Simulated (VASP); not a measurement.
## SnSe2: single point with PBE+D3(BJ)

SnSe2:

```xyz
6
Lattice="-3.8110 0.0000 0.0000 -1.9055 -3.3004 0.0000 0.0000 0.0000 12.2740" Properties=species:S:1:pos:R:3 pbc="T T T"
Sn    0.0000    0.0000    0.0000
Sn    0.0000    0.0000    6.1370
Se   -1.9055   -1.1001    1.5342
Se   -1.9055   -1.1001    7.6712
Se   -3.8110   -2.2003    4.6027
Se   -3.8110   -2.2003   10.7397
```

```yaml
Program: VASP 6.6.1
Task: single point
Functional: PBE
Dispersion: D3(BJ)
Potentials_or_basis: VASP PAW PBE potentials, release 64 (Sn_d, Se)
Cutoff: 520 eV
k_mesh: 8 × 8 × 3
Occupations: gaussian, width 0.05 eV
Spin: no spin polarisation
```

* Pressure: 3.0 GPa
* Largest force: 0.746 eV/Å
* Band gap on the k mesh: 0.75 eV
* Dispersion energy per atom: -0.361 eV

Forces in eV/Å, atoms in the order of the input:
```
Sn   0.000  0.000  0.000
Sn   0.000  0.000  0.000
Se   0.000  0.000  0.746
Se   0.000  0.000  0.746
Se   0.000  0.000 -0.746
Se   0.000  0.000 -0.746
```

Stress tensor (GPa, compression positive):
```
2.61 0.00 0.00
0.00 2.61 0.00
0.00 0.00 3.92
```

Levels at points of the mesh, in eV from the valence-band top:
```tsv
k point	band 22	band 23	band 24	band 25	band 26	band 27	band 28	band 29	band 30	band 31
(0.00, 0.00, 0.00)	-0.38	-0.38	-0.23	-0.23	-0.01	1.08	2.46	2.93	2.96	4.37
(0.50, 0.00, 0.00)	-1.99	-1.22	-0.84	-0.70	-0.30	0.85	1.16	3.79	4.25	4.83
```

Wall time 2.2 min on 1 thread of AMD EPYC 7R13 Processor (Zen 3), with other jobs on the host, peak memory 0.29 GiB.

Caveat: spin-orbit coupling is left out, which moves the levels of the heavy elements. A k mesh can miss the band edges.
